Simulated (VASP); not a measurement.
# Zr2Zn2N (P-3m1) in VASP: notebook

Zr2Zn2N is run at these levels: PBE; tasks: single point, relaxation of cell and atoms.

All numbers are computed with VASP 6.6.1; they aren't measurements. Logs are shortened: lines on timing, memory, paths and dates and some standing lists are left out, and cuts for length are marked.

### Step 1. The cell of the first run

The structure is trigonal, space group P-3m1 (No. 164). The conventional cell has a = 3.276 Å, b = 3.276 Å, c = 8.777 Å, α = 90.00°, β = 90.00°, γ = 120.00°. Within 3.0 Å of Zr (site symmetry 3m) lie 3 N at 2.26 Å and 3 Zn at 2.92 Å. Within 3.5 Å of Zn (site symmetry 3m) lie 9 Zn at 2.64 to 3.28 Å and 3 Zr at 2.92 Å. Within 3.0 Å of N (site symmetry -3m) lie 6 Zr at 2.26 Å.

### Step 2. Single point, PBE

INCAR

```
ALGO = Normal
EDIFF = 1E-7
ENCUT = 520
GGA = PE
ISIF = 2
ISMEAR = 0
LASPH = True
LCHARG = True
LELF = True
LREAL = False
LVHAR = True
LWAVE = False
NBANDS = 34
NELM = 80
PREC = Accurate
SIGMA = 0.2
```

KPOINTS

```
k-points
0
Gamma
  6 6 2
```

POSCAR

```
Zr2Zn2N
1.0
    3.2764921270      0.0000000000      0.0000000000
   -1.6382460635      2.8375254172      0.0000000000
    0.0000000000      0.0000000000      8.7774717817
Zr Zn N
2 2 1
Direct
    0.3333333333      0.6666666667      0.1418820556
    0.6666666667      0.3333333333      0.8581179444
    0.3333333333      0.6666666667      0.6052131295
    0.6666666667      0.3333333333      0.3947868705
    0.0000000000      0.0000000000      0.0000000000
```

Potentials or basis: VASP PAW PBE potentials, release 64 (Zr_sv, Zn, N).

Command:

```sh
$ cat potpaw_PBE.64/Zr_sv/POTCAR potpaw_PBE.64/Zn/POTCAR potpaw_PBE.64/N/POTCAR > POTCAR
$ mpirun -np 1 vasp_std > vasp.out
```

OUTCAR:

```text
EDIFF = 1E-7
   ENCUT = 520
   GGA = PE
   ISIF = 2
   ISMEAR = 0
   LASPH = True
   LREAL = False
   NELM = 80
   PREC = Accurate

 ion  position               nearest neighbor table
   1  0.333  0.667  0.142-   5 2.26   5 2.26   5 2.26   4 2.92   4 2.92   4 2.92   2 3.13   2 3.13
                             2 3.13
   2  0.667  0.333  0.858-   5 2.26   5 2.26   5 2.26   3 2.92   3 2.92   3 2.92   1 3.13   1 3.13
                             1 3.13
   3  0.333  0.667  0.605-   4 2.64   4 2.64   4 2.64   2 2.92   2 2.92   2 2.92
   4  0.667  0.333  0.395-   3 2.64   3 2.64   3 2.64   1 2.92   1 2.92   1 2.92
   5  0.000  0.000  0.000-   1 2.26   2 2.26   1 2.26   2 2.26   2 2.26   1 2.26

  LATTYP: Found a hexagonal cell.
 ALAT       =     3.2764921270
 C/A-ratio  =     2.6789235077

  Lattice vectors:

 A1 = (   3.2764921270,   0.0000000000,   0.0000000000)
 A2 = (  -1.6382460635,   2.8375254172,   0.0000000000)
 A3 = (   0.0000000000,   0.0000000000,   8.7774717817)

Analysis of symmetry for initial positions (statically):
=====================================================================
 Subroutine PRICEL returns:
 Original cell was already a primitive cell.

 Routine SETGRP: Setting up the symmetry group for a
 hexagonal supercell.

 Subroutine GETGRP returns: Found 12 space group operations
 (whereof 12 operations were pure point group operations)
 out of a pool of 24 trial point group operations.

The static configuration has the point symmetry D_3d.

Analysis of symmetry for dynamics (positions and initial velocities):
=====================================================================
 Subroutine PRICEL returns:
 Original cell was already a primitive cell.

 Routine SETGRP: Setting up the symmetry group for a
 hexagonal supercell.

 Subroutine GETGRP returns: Found 12 space group operations
 (whereof 12 operations were pure point group operations)
 out of a pool of 24 trial point group operations.

The dynamic configuration has the point symmetry D_3d.

 Subroutine INISYM returns: Found 12 space group operations
 (whereof 12 operations are pure point group operations),
 and found     1 'primitive' translations

----------------------------------------------------------------------------------------

                                     Primitive cell

  volume of cell :      81.6053

  direct lattice vectors                    reciprocal lattice vectors
     3.276492127  0.000000000  0.000000000     0.305204457  0.176209875  0.000000000
    -1.638246064  2.837525417  0.000000000     0.000000000  0.352419751  0.000000000
     0.000000000  0.000000000  8.777471782     0.000000000  0.000000000  0.113928022

  length of vectors
     3.276492127  3.276492127  8.777471782     0.352419751  0.352419751  0.113928022

  position of ions in fractional coordinates (direct lattice)
     0.333333333  0.666666667  0.141882056
     0.666666667  0.333333333  0.858117944
     0.333333333  0.666666667  0.605213130
     0.666666667  0.333333333  0.394786870
     0.000000000  0.000000000  0.000000000

  ion indices of the primitive-cell ions
   primitive index   ion index
                 1           1
                 2           2
                 3           3
                 4           4
                 5           5

----------------------------------------------------------------------------------------

 KPOINTS: k-points

Automatic generation of k-mesh.
 Grid dimensions read from file:
 generate k-points for:    6    6    2

 Generating k-lattice:

  Cartesian coordinates                     Fractional coordinates (reciprocal lattice)
     0.050867409  0.029368313  0.000000000     0.166666667  0.000000000  0.000000000
     0.000000000  0.058736625  0.000000000     0.000000000  0.166666667  0.000000000
     0.000000000  0.000000000  0.056964011     0.000000000  0.000000000  0.500000000

  Length of vectors
     0.058736625  0.058736625  0.056964011

  Shift w.r.t. Gamma in fractional coordinates (k-lattice)
     0.000000000  0.000000000  0.000000000

 Subroutine IBZKPT returns following result:
 ===========================================

 Found     14 irreducible k-points:

 Following reciprocal coordinates:
            Coordinates               Weight
  0.000000  0.000000  0.000000      1.000000
  0.166667  0.000000  0.000000      6.000000
  0.333333  0.000000  0.000000      6.000000
  0.500000  0.000000  0.000000      3.000000
  0.166667  0.166667  0.000000      6.000000
  0.333333  0.166667  0.000000     12.000000
  0.333333  0.333333  0.000000      2.000000
  0.000000  0.000000  0.500000      1.000000
  0.166667  0.000000  0.500000      6.000000
  0.333333  0.000000  0.500000      6.000000
  0.500000  0.000000  0.500000      3.000000
  0.166667  0.166667  0.500000      6.000000
  0.333333  0.166667  0.500000     12.000000
  0.333333  0.333333  0.500000      2.000000
   k-points           NKPTS =     14   k-points in BZ     NKDIM =     14   number of bands    NBANDS=     34
   number of dos      NEDOS =    301   number of ions     NIONS =      5
   total plane-waves  NPLWV =  40320
   dimension x,y,z NGX =    24 NGY =   24 NGZ =   70
   dimension x,y,z NGXF=    48 NGYF=   48 NGZF=  140
   ions per type =               2   2   1
   NGX,Y,Z   is equivalent  to a cutoff of  12.18, 12.18, 13.26 a.u.
   NGXF,Y,Z  is equivalent  to a cutoff of  24.35, 24.35, 26.52 a.u.
 SYSTEM =  unknown system
   PREC   = accura    normal or accurate (medium, high low for compatibility)
   ISTART =      0    job   : 0-new  1-cont  2-samecut
   ICHARG =      2    charge: 1-file 2-atom 10-const
   ISPIN  =      1    spin polarized calculation?
   LNONCOLLINEAR =      F non collinear calculations
   LSORBIT =      F    spin-orbit coupling
   LASPH  =      T    aspherical Exc in radial PAW
   ENCUT  =  520.0 eV  38.22 Ry    6.18 a.u.   6.09  6.09 16.32*2*pi/ulx,y,z
   NELM   =     80;   NELMIN=  2; NELMDL= -5     # of ELM steps
   EDIFF  = 0.1E-06   stopping-criterion for ELM
   LREAL  =      F    real-space projection
   EDIFFG = 0.1E-05   stopping-criterion for IOM
   NSW    =      0    number of steps for IOM
   IBRION =     -1    ionic relax: 0-MD 1-quasi-New 2-CG
   NFREE  =      0    steps in history (QN), initial steepest desc. (CG)
   ISIF   =      2    stress and relaxation
   ISYM   =      2    0-nonsym 1-usesym 2-fastsym
   POTIM  = 0.5000    time-step for ionic-motion
   TEBEG  =    0.0;   TEEND  =   0.0 temperature during run
   PSTRESS=    0.0 pullay stress
   NELECT =      53.0000    total number of electrons
   NUPDOWN=      -1.0000    fix difference up-down
   EMIN   =  10.00;   EMAX   =-10.00  energy-range for DOS
   EFERMI =   0.00;   METHOD = LEGACY
   ISMEAR =     0;   SIGMA  =   0.20  broadening in eV -4-tet -1-fermi 0-gaus
   EFERMI_NEDOS =   21; number of points for ismear=-14 and -15
   IALGO  =     38    algorithm
   IMIX   =      4    mixing-type and parameters
     AMIX     =   0.40;   BMIX     =  1.00
     AMIX_MAG =   1.60;   BMIX_MAG =  1.00
  volume/ion in A,a.u.               =      16.32       110.14
  Fermi-wavevector in a.u.,A,eV,Ry     =   1.417732  2.679124 27.347204  2.009963
  Thomas-Fermi vector in A             =   2.538931
   LORBIT       =      0    0 simple, 1 ext, 2 COOP (PROOUT), +10 PAW based schemes
   GGA     = PE    functional components
   LHFCALC =     F    Hartree Fock is set to
   AEXX    =    0.0000 exact exchange contribution
   IVDW    =     0    specifies the selected vdW correction
   LEPSILON=     F    determine dielectric tensor
   LRPA    =     F    only Hartree local field effects (RPA)
 non-spin polarized calculation
 Gauss-broadening in eV      SIGMA  =   0.20
  energy-cutoff  :      520.00
  volume of cell :       81.61
 maximum number of plane-waves:      2208
   NGX = 13   NGY = 13   NGZ = 33

 number of electron      53.0000017 magnetization

 Free energy of the ion-electron system (eV)
  ---------------------------------------------------
  ext. energy  EPLUGINS =         0.00000000
  ---------------------------------------------------
  free energy    TOTEN  =       -31.60707731 eV

  energy without entropy =      -31.56325424  energy(sigma->0) =      -31.58516577

 E-fermi :   6.6334     XC(G=0): -11.4239

 val. band max:        6.6222297331   @ k =   0.1667   0.1667   0.5000
 cond. band min:       6.6500095869   @ k =   0.1667   0.1667   0.0000
 fundamental gap:      0.0277798539
 Fermi energy:         6.6334240514

 k-point     1 :       0.0000    0.0000    0.0000
  band No.  band energies     occupation
      1     -42.3051      2.00000
      2     -42.1977      2.00000
      3     -20.8685      2.00000
      4     -20.1218      2.00000
      5     -20.0215      2.00000
      6     -20.0215      2.00000
[... 26 lines left out ...]
     33       9.6409      0.00000
     34      11.3207      0.00000

 k-point     2 :       0.1667    0.0000    0.0000
  band No.  band energies     occupation
      1     -42.2793      2.00000
      2     -42.1846      2.00000
      3     -20.8213      2.00000
      4     -20.2610      2.00000
      5     -20.1034      2.00000
      6     -20.0829      2.00000
[... 26 lines left out ...]
     33      10.6848      0.00000
     34      11.1186      0.00000

 k-point     3 :       0.3333    0.0000    0.0000
  band No.  band energies     occupation
      1     -42.2235      2.00000
      2     -42.1620      2.00000
      3     -20.7990      2.00000
      4     -20.5949      2.00000
      5     -20.3070      2.00000
      6     -20.1892      2.00000
[... 26 lines left out ...]
     33      10.3193      0.00000
     34      11.0571      0.00000
[... 334 lines left out ...]
 k-point    13 :       0.3333    0.1667    0.5000
  band No.  band energies     occupation
      1     -42.1907      2.00000
      2     -42.1555      2.00000
      3     -20.8106      2.00000
      4     -20.6463      2.00000
      5     -20.3985      2.00000
      6     -20.2746      2.00000
[... 26 lines left out ...]
     33      10.9868      0.00000
     34      11.2251      0.00000

 k-point    14 :       0.3333    0.3333    0.5000
  band No.  band energies     occupation
      1     -42.1632      2.00000
      2     -42.1632      2.00000
      3     -20.7035      2.00000
      4     -20.5963      2.00000
      5     -20.5963      2.00000
      6     -20.3454      2.00000
[... 26 lines left out ...]
     33       9.7223      0.00000
     34      11.1466      0.00000

------------------------ aborting loop because EDIFF is reached ----------------------------------------

  FORCE on cell =-STRESS in cart. coord.  units (eV):
  Direction    XX          YY          ZZ          XY          YZ          ZX
  --------------------------------------------------------------------------------------
  -------------------------------------------------------------------------------------
  Total        0.1826166      0.1826166      0.3704785      0.0000000     -0.0000000      0.0000000
  in kB        3.5853573      3.5853573      7.2736971      0.0000000     -0.0000000      0.0000000
  external PRESSURE =       4.8148039 kB  Pullay stress =       0.0000000 kB

 VOLUME and BASIS-vectors are now :
 -----------------------------------------------------------------------------
  energy-cutoff  :      520.00
  volume of cell :       81.61
      direct lattice vectors                 reciprocal lattice vectors
     3.276492127  0.000000000  0.000000000     0.305204457  0.176209875  0.000000000
    -1.638246064  2.837525417  0.000000000     0.000000000  0.352419751  0.000000000
     0.000000000  0.000000000  8.777471782     0.000000000  0.000000000  0.113928022

 POSITION                                       TOTAL-FORCE (eV/Angst)
 -----------------------------------------------------------------------------------
     -0.00000      1.89168      1.24537         0.000000     -0.000000      0.027960
      1.63825      0.94584      7.53211         0.000000      0.000000     -0.027960
     -0.00000      1.89168      5.31224        -0.000000      0.000000      0.013906
      1.63825      0.94584      3.46523         0.000000      0.000000     -0.013906
      0.00000      0.00000      0.00000         0.000000      0.000000      0.000000
 -----------------------------------------------------------------------------------
    total drift:                                0.000000      0.000000      0.000000

  FREE ENERGIE OF THE ION-ELECTRON SYSTEM (eV)
  ---------------------------------------------------
  free  energy   TOTEN  =       -31.6070773055 eV

  energy  without entropy=      -31.5632542431  energy(sigma->0) =      -31.58516577
```

Run time: 31 s. Hardware: 1 thread of Intel Xeon 6975P-C (Granite Rapids), shared host; peak memory 0.19 GiB.

Results:

```yaml
Free_energy: -31.6071 eV
Pressure: 0.5 GPa
Largest_force: 0.028 eV/Å
Band_gap_on_the_k_mesh: zero (an odd number of electrons rules out a gap without spin polarisation)
```

Forces on the atoms (eV/Å):
```
Zr   0.000  0.000  0.028
Zr   0.000  0.000 -0.028
Zn   0.000  0.000  0.014
Zn   0.000  0.000 -0.014
N    0.000  0.000  0.000
```

Levels at points of the mesh, in eV from the Fermi level:
```
           k point  band 22  band 23  band 24  band 25  band 26  band 27  band 28  band 29  band 30  band 31
(0.00, 0.00, 0.00)    -4.62    -4.62    -3.69    -1.49     0.66     0.66     0.71     1.93     2.25     2.25
(0.50, 0.00, 0.00)    -4.54    -2.98    -2.90    -2.06    -1.05    -0.87     1.71     2.77     3.00     3.09
(0.00, 0.00, 0.50)    -4.63    -4.63    -4.46    -0.06     0.05     0.67     0.67     2.06     2.28     2.28
(0.50, 0.00, 0.50)    -4.53    -3.12    -2.72    -2.12    -1.03    -0.83     2.00     2.58     2.78     2.89
```

Caveat: the k points lie up to 0.37 Å⁻¹ apart, too coarse for converged energies and pressures of a metal.

### Step 3. Relaxation of cell and atoms, PBE

This run uses another cell than the first one, of 14.82 Å³/atom.

INCAR

```
PREC = Accurate
ENCUT = 600
EDIFF = 1E-6
ISMEAR = 0
SIGMA = 0.2
LREAL = F
LASPH = T
NELM = 100
ALGO = Normal
ISIF = 3
LWAVE = F
LCHARG = F
GGA = PE
IBRION = 2
NSW = 36
EDIFFG = -0.08
```

KPOINTS

```
Automatic mesh
0
Gamma
  6 6 2
```

POSCAR

```
Zr2Zn2N
1.0
    3.2500000000      0.0000000000      0.0000000000
   -1.6250000000      2.8145825600      0.0000000000
    0.0000000000      0.0000000000      8.1000000000
Zr Zn N
2 2 1
Direct
    0.3333333300      0.6666666700      0.1500000000
    0.6666666700      0.3333333300      0.8500000000
    0.3333333300      0.6666666700      0.6100000000
    0.6666666700      0.3333333300      0.3900000000
    0.0000000000      0.0000000000      0.0000000000
```

Potentials or basis: VASP PAW PBE potentials, release 64 (Zr_sv, Zn, N).

Command:

```sh
$ cat potpaw_PBE.64/Zr_sv/POTCAR potpaw_PBE.64/Zn/POTCAR potpaw_PBE.64/N/POTCAR > POTCAR
$ mpirun -np 1 vasp_std > vasp.out
```

Run time: 4.6 min. Hardware: 1 thread of Intel Xeon 6975P-C (Granite Rapids), shared host; peak memory 0.25 GiB.

Results (log left out):

```yaml
Free_energy: -31.6035 eV
Relaxed_volume: 16.36 Å³/atom
Relaxed_cell: a = 3.272 Å, b = 3.272 Å, c = 8.824 Å, α = 90.00°, β = 90.00°, γ = 120.00°
Space_group_after_relaxing_to_0.1_Å: P-3m1 (No. 164)
Energy_gained_by_relaxing: 99.5 meV/atom
Ionic_steps: 11
Pressure_after_relaxing: 0.0 GPa
Largest_force_after_relaxing: 0.054 eV/Å
Band_gap_on_the_k_mesh: zero (an odd number of electrons rules out a gap without spin polarisation)
```

Forces in eV/Å, atoms in the order of the input:
```
Zr   0.000  0.000 -0.054
Zr   0.000  0.000  0.054
Zn   0.000  0.000  0.051
Zn   0.000  0.000 -0.051
N    0.000  0.000  0.000
```

Stress tensor (GPa, compression positive):
```
 0.12  0.00  0.00
 0.00  0.12  0.00
 0.00  0.00 -0.21
```

Step by step:
```
step  energy change (eV)  largest force (eV/Å)  pressure (GPa)  volume (Å³)
   1              0.0000                1.3550           15.19        74.09
   2             -0.1019                1.0221          -11.56        90.17
   3             -0.4140                0.7425           -1.69        82.08
   4             -0.4142                0.7369           -1.42        81.91
   5             -0.4768                0.0884            0.13        81.36
   6             -0.4805                0.1284            0.73        81.19
   7             -0.4898                0.1718           -0.46        81.91
   8             -0.4903                0.1839           -0.78        82.13
   9             -0.4955                0.1270            0.21        81.61
  10             -0.4956                0.1186            0.35        81.53
  11             -0.4973                0.0536            0.01        81.81
```

Final structure:
```
CELL_PARAMETERS angstrom
3.27193 0.00000 0.00000
-1.63596 2.83357 0.00000
0.00000 0.00000 8.82407
ATOMIC_POSITIONS crystal
Zr 0.33333 0.66667 0.14217
Zr 0.66667 0.33333 0.85783
Zn 0.33333 0.66667 0.60490
Zn 0.66667 0.33333 0.39510
N 0.00000 0.00000 0.00000
```

Levels at points of the mesh, in eV from the Fermi level:
```
           k point  band 24  band 25  band 26  band 27  band 28  band 29
(0.00, 0.00, 0.00)    -3.70    -1.54     0.65     0.68     0.68     1.91
(0.50, 0.00, 0.00)    -2.88    -2.06    -1.05    -0.87     1.67     2.74
(0.00, 0.00, 0.50)    -4.47    -0.14     0.00     0.68     0.68     2.03
(0.50, 0.00, 0.50)    -2.70    -2.13    -1.02    -0.82     1.93     2.55
```

Caveat: the k points lie up to 0.37 Å⁻¹ apart in the final cell, too coarse for converged energies and pressures of a metal; the relaxation stopped at a loose force limit of 0.08 eV/Å, so its end isn't a converged minimum.

### Step 4. Single point, PBE

This run uses another cell than the first one, of 16.39 Å³/atom.

INCAR

```
PREC     = Accurate       # precision mode
ENCUT    = 520            # plane-wave cutoff, eV
EDIFF    = 1E-6           # SCF threshold, eV
ISMEAR   = 0              # smearing method
SIGMA    = 0.1            # smearing width, eV
LREAL    = F              # projectors in reciprocal space
LASPH    = T              # aspherical terms in the spheres
NELM     = 80             # most SCF steps
ALGO     = Normal         # electronic algorithm
ISIF     = 2              # what is computed and relaxed
LWAVE    = F              # write WAVECAR
LCHARG   = F              # write CHGCAR
GGA      = PE             # functional
NBANDS   = 34             # bands
```

KPOINTS

```
regular mesh
0
Gamma
  12 12 4
```

POSCAR

```
Zr2Zn2N
1.0
    3.2631976460      0.0000000000      0.0000000000
   -1.6315988230      2.8260120590      0.0000000000
    0.0000000000      0.0000000000      8.8867618071
Zr Zn N
2 2 1
Direct
    0.3333333333      0.6666666667      0.1412397208
    0.6666666667      0.3333333333      0.8587602792
    0.3333333333      0.6666666667      0.6070843915
    0.6666666667      0.3333333333      0.3929156085
    0.0000000000      0.0000000000      0.0000000000
```

Command:

```sh
$ cat potpaw_PBE.64/Zr_sv/POTCAR potpaw_PBE.64/Zn/POTCAR potpaw_PBE.64/N/POTCAR > POTCAR
$ mpirun -np 1 vasp_std > vasp.out
```

Run time: 1.9 min. Hardware: 1 thread of Intel Xeon 6975P-C (Granite Rapids), shared host; peak memory 0.28 GiB.

Results (log left out):

| Property | Result |
| --- | --- |
| Free energy | -31.6097 eV |
| Pressure | 0.2 GPa |
| Largest force | 0.018 eV/Å |
| Band gap on the k mesh | zero (an odd number of electrons rules out a gap without spin polarisation) |

Forces on the atoms (eV/Å):
```
Zr   0.000  0.000  0.018
Zr   0.000  0.000 -0.018
Zn   0.000  0.000  0.009
Zn   0.000  0.000 -0.009
N    0.000  0.000  0.000
```

Stress tensor (GPa, compression positive):
```
0.16 0.00 0.00
0.00 0.16 0.00
0.00 0.00 0.24
```

Levels at points of the mesh, in eV from the Fermi level:
| k point | band 23 | band 24 | band 25 | band 26 | band 27 | band 28 | band 29 | band 30 |
| --- | --- | --- | --- | --- | --- | --- | --- | --- |
| (0.00, 0.00, 0.00) | -4.62 | -3.79 | -1.60 | 0.58 | 0.67 | 0.67 | 1.88 | 2.26 |
| (0.50, 0.00, 0.00) | -2.93 | -2.86 | -2.09 | -1.06 | -0.89 | 1.63 | 2.68 | 2.92 |
| (0.00, 0.00, 0.50) | -4.62 | -4.54 | -0.20 | -0.12 | 0.67 | 0.67 | 2.00 | 2.28 |
| (0.50, 0.00, 0.50) | -3.06 | -2.67 | -2.17 | -1.04 | -0.84 | 1.90 | 2.47 | 2.81 |

(Part 1 of 2 ends here.)

The gap in the log of VASP goes by the Fermi energy; the results here count the filled bands.